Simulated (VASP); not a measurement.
A run of VASP 6.6.1 is set up as follows.

Contents of POSCAR:

```
HgS
1.0
    0.0000000000      2.9651863289      2.9651863289
    2.9651863289      0.0000000000      2.9651863289
    2.9651863289      2.9651863289      0.0000000000
Hg S
1 1
Direct
    0.0000000000      0.0000000000      0.0000000000
    0.2500000000      0.2500000000      0.2500000000
```

Contents of INCAR.step1:

```
ALGO = Normal
EDIFF = 1E-5
ENCUT = 400
GGA = PE
GGA_COMPAT = False
ISIF = 2
ISMEAR = -1
LASPH = True
LCHARG = False
LORBIT = 11
LORBMOM = True
LREAL = False
LSORBIT = True
LWAVE = True
MAGMOM = 0 0 0 0 0 0
NBANDS = 30
NELM = 200
PREC = Accurate
SIGMA = 0.02
```

File INCAR.step2:

```
ALGO = Normal
EDIFF = 1E-6
ENCUT = 400
GGA = PE
GGA_COMPAT = False
HFSCREEN = 0.2079
ISIF = 2
ISMEAR = -1
ISTART = 1
LASPH = True
LCHARG = False
LHFCALC = True
LORBIT = 11
LORBMOM = True
LREAL = False
LSORBIT = True
LWAVE = False
MAGMOM = 0 0 0 0 0 0
NBANDS = 30
NELM = 200
PREC = Accurate
PRECFOCK = Normal
SIGMA = 0.02
```

The input KPOINTS:

```
k-points
0
Gamma
  4 4 4
```

Potentials or basis: VASP PAW PBE potentials, release 64 (Hg, S).

Command:

```sh
$ cat potpaw_PBE.64/Hg/POTCAR potpaw_PBE.64/S/POTCAR > POTCAR
$ cp INCAR.step1 INCAR
$ mpirun -np 1 vasp_ncl > vasp.out
$ cp INCAR.step2 INCAR
$ mpirun -np 1 vasp_ncl > vasp.out
```

(1) Estimate the pressure.

(2) Estimate the net moment.

Results:

(1) -0.3 GPa.

(2) 0.00 μB per cell.

Caveat: the k points lie up to 0.46 Å⁻¹ apart; the PAW data sets were made with another functional, which shifts forces and pressure a little.
